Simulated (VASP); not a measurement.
# Nb (Im-3m) in VASP: settings compared

Nb is run at these levels: LDA, PBEsol, PBE; tasks: single point.

Everything below comes from runs of VASP 6.6.1. Logs are shortened: lines on timing, memory, paths and dates and some standing lists are left out, and cuts for length are marked.

### Step 1. The cell of the first run

Symmetry: Im-3m, No. 229, cubic system. The conventional cell has a = 3.252 Å, b = 3.252 Å, c = 3.252 Å, α = 90.00°, β = 90.00°, γ = 90.00°. Within 3.7 Å of Nb (site symmetry m-3m) lie 14 Nb at 2.82 to 3.25 Å.

### Step 2. Single point, LDA

INCAR reads:

```
PREC = Accurate
ENCUT = 500
EDIFF = 1E-6
ISMEAR = -1
SIGMA = 0.05
LREAL = F
LASPH = T
NELM = 120
ALGO = Normal
ISIF = 2
LWAVE = F
LCHARG = T
LELF = T
LVHAR = T
NBANDS = 12
GGA_COMPAT = F
```

KPOINTS reads:

```
regular mesh
0
Gamma
  11 11 11
```

POSCAR reads:

```
Nb
1.0
   -1.6258230316      1.6258230316      1.6258230316
    1.6258230316     -1.6258230316      1.6258230316
    1.6258230316      1.6258230316     -1.6258230316
Nb
1
Direct
    0.0000000000      0.0000000000      0.0000000000
```

Potentials or basis: VASP PAW LDA potentials, release 64 (Nb_sv).

On the command line:

```console
$ cat potpaw_LDA.64/Nb_sv/POTCAR > POTCAR
$ mpirun -np 1 vasp_std > vasp.out
```

OUTCAR:

```text
PREC = Accurate
   ENCUT = 500
   EDIFF = 1E-6
   ISMEAR = -1
   LREAL = F
   LASPH = T
   NELM = 120
   ISIF = 2

 ion  position               nearest neighbor table
   1  0.000  0.000  0.000-

  LATTYP: Found a body centered cubic cell.
 ALAT       =     3.2516460632

  Lattice vectors:

 A1 = (  -1.6258230316,   1.6258230316,   1.6258230316)
 A2 = (   1.6258230316,  -1.6258230316,   1.6258230316)
 A3 = (   1.6258230316,   1.6258230316,  -1.6258230316)

Analysis of symmetry for initial positions (statically):
=====================================================================
 Subroutine PRICEL returns:
 Original cell was already a primitive cell.

 Routine SETGRP: Setting up the symmetry group for a
 body centered cubic supercell.

 Subroutine GETGRP returns: Found 48 space group operations
 (whereof 48 operations were pure point group operations)
 out of a pool of 48 trial point group operations.

The static configuration has the point symmetry O_h .

Analysis of symmetry for dynamics (positions and initial velocities):
=====================================================================
 Subroutine PRICEL returns:
 Original cell was already a primitive cell.

 Routine SETGRP: Setting up the symmetry group for a
 body centered cubic supercell.

 Subroutine GETGRP returns: Found 48 space group operations
 (whereof 48 operations were pure point group operations)
 out of a pool of 48 trial point group operations.

The dynamic configuration has the point symmetry O_h .

 Subroutine INISYM returns: Found 48 space group operations
 (whereof 48 operations are pure point group operations),
 and found     1 'primitive' translations

----------------------------------------------------------------------------------------

                                     Primitive cell

  volume of cell :      17.1902

  direct lattice vectors                    reciprocal lattice vectors
    -1.625823032  1.625823032  1.625823032     0.000000000  0.307536546  0.307536546
     1.625823032 -1.625823032  1.625823032     0.307536546  0.000000000  0.307536546
     1.625823032  1.625823032 -1.625823032     0.307536546  0.307536546  0.000000000

  length of vectors
     2.816008095  2.816008095  2.816008095     0.434922355  0.434922355  0.434922355

  position of ions in fractional coordinates (direct lattice)
     0.000000000  0.000000000  0.000000000

  ion indices of the primitive-cell ions
   primitive index   ion index
                 1           1

----------------------------------------------------------------------------------------

 KPOINTS: regular mesh

Automatic generation of k-mesh.
 Grid dimensions read from file:
 generate k-points for:   11   11   11

 Generating k-lattice:

  Cartesian coordinates                     Fractional coordinates (reciprocal lattice)
     0.000000000  0.027957868  0.027957868     0.090909091  0.000000000  0.000000000
     0.027957868  0.000000000  0.027957868     0.000000000  0.090909091  0.000000000
     0.027957868  0.027957868  0.000000000     0.000000000  0.000000000  0.090909091

  Length of vectors
     0.039538396  0.039538396  0.039538396

  Shift w.r.t. Gamma in fractional coordinates (k-lattice)
     0.000000000  0.000000000  0.000000000

 Subroutine IBZKPT returns following result:
 ===========================================

 Found     56 irreducible k-points:

 Following reciprocal coordinates:
            Coordinates               Weight
  0.000000  0.000000  0.000000      1.000000
  0.090909  0.000000  0.000000     12.000000
  0.181818  0.000000  0.000000     12.000000
  0.272727  0.000000  0.000000     12.000000
  0.363636  0.000000  0.000000     12.000000
  0.454545  0.000000  0.000000     12.000000
[... 16 lines left out ...]
  0.272727  0.181818  0.090909     48.000000
  0.363636  0.181818  0.090909     24.000000
 [... further k-points ...]
   k-points           NKPTS =     56   k-points in BZ     NKDIM =     56   number of bands    NBANDS=     12
   number of dos      NEDOS =    301   number of ions     NIONS =      1
   total plane-waves  NPLWV =  13824
   dimension x,y,z NGX =    24 NGY =   24 NGZ =   24
   dimension x,y,z NGXF=    48 NGYF=   48 NGZF=   48
   ions per type =               1
   NGX,Y,Z   is equivalent  to a cutoff of  14.17, 14.17, 14.17 a.u.
   NGXF,Y,Z  is equivalent  to a cutoff of  28.34, 28.34, 28.34 a.u.
 SYSTEM =  unknown system
   PREC   = accura    normal or accurate (medium, high low for compatibility)
   ISTART =      0    job   : 0-new  1-cont  2-samecut
   ICHARG =      2    charge: 1-file 2-atom 10-const
   ISPIN  =      1    spin polarized calculation?
   LNONCOLLINEAR =      F non collinear calculations
   LSORBIT =      F    spin-orbit coupling
   LASPH  =      T    aspherical Exc in radial PAW
   ENCUT  =  500.0 eV  36.75 Ry    6.06 a.u.   5.13  5.13  5.13*2*pi/ulx,y,z
   NELM   =    120;   NELMIN=  2; NELMDL= -5     # of ELM steps
   EDIFF  = 0.1E-05   stopping-criterion for ELM
   LREAL  =      F    real-space projection
   EDIFFG = 0.1E-04   stopping-criterion for IOM
   NSW    =      0    number of steps for IOM
   IBRION =     -1    ionic relax: 0-MD 1-quasi-New 2-CG
   NFREE  =      0    steps in history (QN), initial steepest desc. (CG)
   ISIF   =      2    stress and relaxation
   ISYM   =      2    0-nonsym 1-usesym 2-fastsym
   POTIM  = 0.5000    time-step for ionic-motion
   TEBEG  =    0.0;   TEEND  =   0.0 temperature during run
   PSTRESS=    0.0 pullay stress
   NELECT =      13.0000    total number of electrons
   NUPDOWN=      -1.0000    fix difference up-down
   EMIN   =  10.00;   EMAX   =-10.00  energy-range for DOS
   EFERMI =   0.00;   METHOD = LEGACY
   ISMEAR =    -1;   SIGMA  =   0.05  broadening in eV -4-tet -1-fermi 0-gaus
   EFERMI_NEDOS =   21; number of points for ismear=-14 and -15
   IALGO  =     38    algorithm
   IMIX   =      4    mixing-type and parameters
     AMIX     =   0.40;   BMIX     =  1.00
     AMIX_MAG =   1.60;   BMIX_MAG =  1.00
  volume/ion in A,a.u.               =      17.19       116.00
  Fermi-wavevector in a.u.,A,eV,Ry     =   1.491521  2.818566 30.267992  2.224635
  Thomas-Fermi vector in A             =   2.604165
   LORBIT       =      0    0 simple, 1 ext, 2 COOP (PROOUT), +10 PAW based schemes
   GGA     = CA    functional components
   LHFCALC =     F    Hartree Fock is set to
   AEXX    =    0.0000 exact exchange contribution
   IVDW    =     0    specifies the selected vdW correction
   LEPSILON=     F    determine dielectric tensor
   LRPA    =     F    only Hartree local field effects (RPA)
 non-spin polarized calculation
  energy-cutoff  :      500.00
  volume of cell :       17.19
 maximum number of plane-waves:       447
 NGX is ok and might be reduce to    24
   NGX = 11   NGY = 11   NGZ = 11

 number of electron      13.0000001 magnetization

 Free energy of the ion-electron system (eV)
  ---------------------------------------------------
  ext. energy  EPLUGINS =         0.00000000
  ---------------------------------------------------
  free energy    TOTEN  =       -11.24937352 eV

  energy without entropy =      -11.23347105  energy(sigma->0) =      -11.24142229

 E-fermi :  11.6177     XC(G=0): -12.9572

 val. band max:       11.6170033125   @ k =   0.2727   0.0000   0.0000
 cond. band min:      11.6398295312   @ k =   0.2727   0.0909   0.0909
 fundamental gap:      0.0228262187
 Fermi energy:        11.6176508055

 k-point     1 :       0.0000    0.0000    0.0000
  band No.  band energies     occupation
      1     -42.3602      2.00000
      2     -17.6991      2.00000
      3     -17.6991      2.00000
      4     -17.6991      2.00000
      5       5.6553      2.00000
      6      11.9800      0.00142
      7      11.9800      0.00142
      8      11.9800      0.00142
      9      15.0390      0.00000
     10      15.0390      0.00000
     11      26.0218      0.00000
     12      26.0218      0.00000

 k-point     2 :       0.0909    0.0000    0.0000
  band No.  band energies     occupation
      1     -42.3367      2.00000
      2     -17.8361      2.00000
      3     -17.7403      2.00000
      4     -17.7004      2.00000
      5       6.0118      2.00000
      6      11.7604      0.10881
      7      11.9200      0.00472
      8      12.3274      0.00000
      9      14.7232      0.00000
     10      15.0403      0.00000
     11      26.3115      0.00000
     12      26.6404      0.00000

 k-point     3 :       0.1818    0.0000    0.0000
  band No.  band energies     occupation
      1     -42.2733      2.00000
      2     -18.1929      2.00000
      3     -17.8491      2.00000
      4     -17.7040      2.00000
      5       6.9253      2.00000
      6      11.2275      1.99918
      7      11.6551      0.64189
      8      13.3343      0.00000
      9      14.3953      0.00000
     10      15.0882      0.00000
     11      26.7105      0.00000
     12      28.3441      0.00000
[... 286 lines left out ...]
 k-point    23 :       0.2727    0.1818    0.0909
  band No.  band energies     occupation
      1     -42.0578      2.00000
      2     -19.0080      2.00000
      3     -18.3193      2.00000
      4     -17.9565      2.00000
      5       9.2420      2.00000
      6      10.0356      2.00000
      7      11.5064      1.80508
      8      15.3452      0.00000
      9      15.8464      0.00000
     10      20.3270      0.00000
     11      23.7279      0.00000
     12      25.4025      0.00000

 k-point    24 :       0.3636    0.1818    0.0909
  band No.  band energies     occupation
      1     -42.0404      2.00000
      2     -19.0156      2.00000
      3     -18.4231      2.00000
      4     -17.9681      2.00000
      5       9.1361      2.00000
      6       9.9798      2.00000
      7      12.1067      0.00011
      8      15.4824      0.00000
      9      15.9196      0.00000
     10      21.2465      0.00000
     11      22.6377      0.00000
     12      24.8013      0.00000

 [... further k-points ...]

------------------------ aborting loop because EDIFF is reached ----------------------------------------

  FORCE on cell =-STRESS in cart. coord.  units (eV):
  Direction    XX          YY          ZZ          XY          YZ          ZX
  --------------------------------------------------------------------------------------
  -------------------------------------------------------------------------------------
  Total       -0.0222490     -0.0222490     -0.0222490      0.0000000      0.0000000      0.0000000
  in kB       -2.0736772     -2.0736772     -2.0736772      0.0000000      0.0000000      0.0000000
  external PRESSURE =      -2.0736772 kB  Pullay stress =       0.0000000 kB

 VOLUME and BASIS-vectors are now :
 -----------------------------------------------------------------------------
  energy-cutoff  :      500.00
  volume of cell :       17.19
      direct lattice vectors                 reciprocal lattice vectors
    -1.625823032  1.625823032  1.625823032     0.000000000  0.307536546  0.307536546
     1.625823032 -1.625823032  1.625823032     0.307536546  0.000000000  0.307536546
     1.625823032  1.625823032 -1.625823032     0.307536546  0.307536546  0.000000000

 POSITION                                       TOTAL-FORCE (eV/Angst)
 -----------------------------------------------------------------------------------
      0.00000      0.00000      0.00000         0.000000     -0.000000     -0.000000
 -----------------------------------------------------------------------------------
    total drift:                                0.000000      0.000000     -0.000000

  FREE ENERGIE OF THE ION-ELECTRON SYSTEM (eV)
  ---------------------------------------------------
  free  energy   TOTEN  =       -11.2493735229 eV

  energy  without entropy=      -11.2334710550  energy(sigma->0) =      -11.24142229
```

It took 7.2 s on 1 thread of Intel Xeon 6975P-C, shared host; peak memory 0.13 GiB.

Results:

| Quantity | Value |
| --- | --- |
| Free energy | -11.2494 eV |
| Pressure | -0.2 GPa |

### Step 3. Single point, PBEsol

This run uses another cell than the first one, of 17.59 Å³/atom, 1.023 times its volume.

INCAR reads:

```
SYSTEM = Nb
PREC = Accurate
ENCUT = 500
EDIFF = 1E-6
ISMEAR = -1
SIGMA = 0.05
LREAL = .False.
LASPH = .True.
NELM = 120
ALGO = Normal
ISIF = 2
LWAVE = .False.
LCHARG = .False.
GGA = PS
NBANDS = 12
GGA_COMPAT = .False.
```

KPOINTS reads:

```
Automatic mesh
0
Gamma
  11 11 11
  0 0 0
```

POSCAR reads:

```
Nb
1.0
   -1.6382435043      1.6382435043      1.6382435043
    1.6382435043     -1.6382435043      1.6382435043
    1.6382435043      1.6382435043     -1.6382435043
Nb
1
Direct
    0.0000000000      0.0000000000      0.0000000000
```

Potentials or basis: VASP PAW PBE potentials, release 64 (Nb_sv).

On the command line:

```console
$ cat potpaw_PBE.64/Nb_sv/POTCAR > POTCAR
$ mpirun -np 1 vasp_std > vasp.out
```

Wall time 7.5 s (1 thread of Intel Xeon 6975P-C, shared host); peak memory 0.14 GiB.

The run converged. Its results:

```
Free energy : -10.9484 eV
Pressure    : -0.3 GPa
```

Levels at points of the mesh, in eV from the Fermi level:
```tsv
k point	band 3	band 4	band 5	band 6	band 7	band 8	band 9	band 10
(0.00, 0.00, 0.00)	-29.46	-29.46	-5.97	0.40	0.40	0.40	3.39	3.39
```

Caveat: the PAW data sets were made with another functional, which shifts forces and pressure a little.

### Step 4. Single point, PBE

This run uses another cell than the first one, of 18.43 Å³/atom, 1.072 times its volume.

INCAR reads:

```
ALGO = Normal
EDIFF = 1E-6
ENCUT = 500
GGA = PE
GGA_COMPAT = F
ISIF = 2
ISMEAR = 0
LASPH = T
LCHARG = F
LREAL = F
LWAVE = F
NBANDS = 12
NELM = 120
PREC = Accurate
SIGMA = 0.013000000000000001
```

KPOINTS reads:

```
k-points
0
Gamma
  11 11 11
```

POSCAR reads:

```
Nb
1.0
   -1.6639500000      1.6639500000      1.6639500000
    1.6639500000     -1.6639500000      1.6639500000
    1.6639500000      1.6639500000     -1.6639500000
Nb
1
Direct
    0.0000000000      0.0000000000      0.0000000000
```

On the command line:

```console
$ cat potpaw_PBE.64/Nb_sv/POTCAR > POTCAR
$ mpirun -np 1 vasp_std > vasp.out
```

It took 6.7 s on 1 thread of Intel Xeon 6975P-C, shared host; peak memory 0.14 GiB.

The run converged. Its results:

- Free energy: -10.2059 eV
- Pressure: -2.1 GPa

Levels at points of the mesh, in eV from the Fermi level:
```
           k point  band 4  band 5  band 6  band 7  band 8  band 9
(0.00, 0.00, 0.00)  -29.69   -5.83    0.43    0.43    0.43    3.27
```

### Step 5. Overview

| level | potentials or basis | cell | smearing | gap on the mesh (eV) | pressure (GPa) |
| --- | --- | --- | --- | --- | --- |
| LDA | VASP PAW LDA potentials, release 64 (Nb_sv) | a = 2.816 Å, angles 109.5°, 1 atom | fermi-dirac 0.05 eV | none | -0.2 |
| PBEsol | VASP PAW PBE potentials, release 64 (Nb_sv) | a = 2.838 Å, angles 109.5°, 1 atom | fermi-dirac 0.05 eV | none | -0.3 |
| PBE | VASP PAW PBE potentials, release 64 (Nb_sv) | a = 2.882 Å, angles 109.5°, 1 atom | gaussian 0.013 eV | none | -2.1 |

Alike in all rows: task single point; no spin polarisation; k mesh 11 × 11 × 11; cutoff (eV) 500.

Caveats: the PAW data sets were made with another functional, which shifts forces and pressure a little (some runs).

Absolute energies hang on the potentials; compare differences alone.
